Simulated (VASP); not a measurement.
# TeAs2: single point with PBE

Crystal: TeAs2.

```
Te As
1.0
    -3.56220    3.56220    2.91042
     3.56220   -3.56220    2.91042
     3.56220    3.56220   -2.91042
Te As
2 4
Direct
  0.75000 0.25000 0.50000
  0.00000 0.00000 0.00000
  0.37500 0.62500 0.25000
  0.37500 0.12500 0.75000
  0.37500 0.62500 0.75000
  0.87500 0.62500 0.25000
```

```
Program                : VASP 6.6.1
Task                   : single point
Functional             : PBE
Potentials or basis    : VASP PAW PBE potentials, release 64 (Te, As)
Cutoff                 : 520 eV
k mesh                 : 8 × 8 × 8
Occupations            : gaussian, width 0.1 eV
Spin                   : no spin polarisation
Dipole correction      : no
Further INCAR settings : ALGO = Normal; EDIFF = 1e-07; NBANDS = 25
```

```yaml
Pressure: 0.0 GPa
Band_gap_on_the_k_mesh: zero (band 16 reaches 6.08 eV, above the bottom of band 17 at 5.53 eV)
```

Levels at points of the mesh, in eV from the Fermi level:
```csv
k point,band 13,band 14,band 15,band 16,band 17,band 18,band 19,band 20
"(0.00, 0.00, 0.00)",-2.71,-2.17,-2.17,-0.65,1.83,3.06,3.06,3.84
"(0.50, 0.00, 0.00)",-1.53,-0.90,-0.34,-0.27,-0.05,0.26,1.48,1.74
"(0.50, 0.50, 0.00)",-1.11,-1.11,-0.95,-0.95,-0.20,-0.20,2.06,2.06
"(0.50, 0.50, 0.50)",-0.73,-0.73,0.04,0.04,0.17,0.17,0.73,0.73
```

Wall time 7.6 min on 1 thread of AMD EPYC 7571 (shared host), peak memory 0.39 GiB.

Caveat: spin-orbit coupling is left out, which moves the levels of the heavy elements.
